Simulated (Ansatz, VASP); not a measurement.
Two plane-wave programs on HgTe

Contents of INCAR:

```
SYSTEM = HgTe
ALGO = Normal
EDIFF = 1E-7
ENCUT = 520
GGA = PS
ISIF = 2
ISMEAR = 0
LASPH = .TRUE.
LCHARG = .TRUE.
LELF = .TRUE.
LREAL = .FALSE.
LVHAR = .TRUE.
LWAVE = .FALSE.
NBANDS = 16
NELM = 100
PREC = Accurate
SIGMA = 0.15
```

File KPOINTS:

```
k-points
0
G
  16 16 16
  0 0 0
```

The input POSCAR:

```
HgTe
1.0
    0.0000000000      2.7675032930      3.2558862270
    2.7675032930      0.0000000000      3.2558862270
    2.7675032930      2.7675032930      0.0000000000
Hg Te
1 1
Direct
    0.0000000000      0.0000000000      0.0000000000
    0.7500000000      0.7500000000      0.7500000000
```

Input for Ansatz:

```yaml
crystal:
  lattice:
    - [0.0, 2.767503293, 3.255886227]
    - [2.767503293, 0.0, 3.255886227]
    - [2.767503293, 2.767503293, 0.0]
  atoms:
    - { symbol: Hg, position: [0.0, 0.0, 0.0] }
    - { symbol: Te, position: [0.75, 0.75, 0.75] }
basis:
  ecutwfc: 420
kpoints:
  mp_grid: { grid: [16, 16, 16] }
hamiltonian:
  xc: pbesol
scf:
  occupations: { method: gaussian, width: 0.15 }
output:
  forces: true
  stress: true
  eigenvalues: true
```

Change from the starting cell: strain -0.1500 x Voigt [1, 1, 0, 0, 0, 0], atoms carried along.

Alike in both runs: task single point; functional PBEsol; k mesh 16 × 16 × 16; occupations gaussian, width 0.15 eV; no spin polarisation.

|  | VASP | Ansatz |
| --- | --- | --- |
| version | VASP 6.6.1 | Ansatz 0.2.0 |
| potentials or method | VASP PAW PBE potentials, release 64 (Hg, Te), cutoff 520 eV | scalar-relativistic, plane waves, PAW |
| valence electrons in the cell | 18 | 36 |

|  | VASP | Ansatz | Ansatz less VASP |
| --- | --- | --- | --- |
| gap on the k mesh at the Fermi level (eV) | none | none | - |
| pressure (GPa) | 30.3 | 29.7 | -0.55 |
| traceless stress, the component that is largest in VASP (GPa) | 0.52 | 0.54 | +0.024 |

VASP's potentials were made for PBE, not for PBEsol. A gap of «none» marks a metal or a gap that the smearing closes. Both programs put the cell under a high pressure, so it lies far from rest at this level. The functional is the same, so the differences come from potentials, cutoffs and numerics. VASP's potentials hold 18 valence electrons a cell and Ansatz's 36, so a difference there can come from the potentials and not from the codes.

Spin-orbit coupling is off throughout.
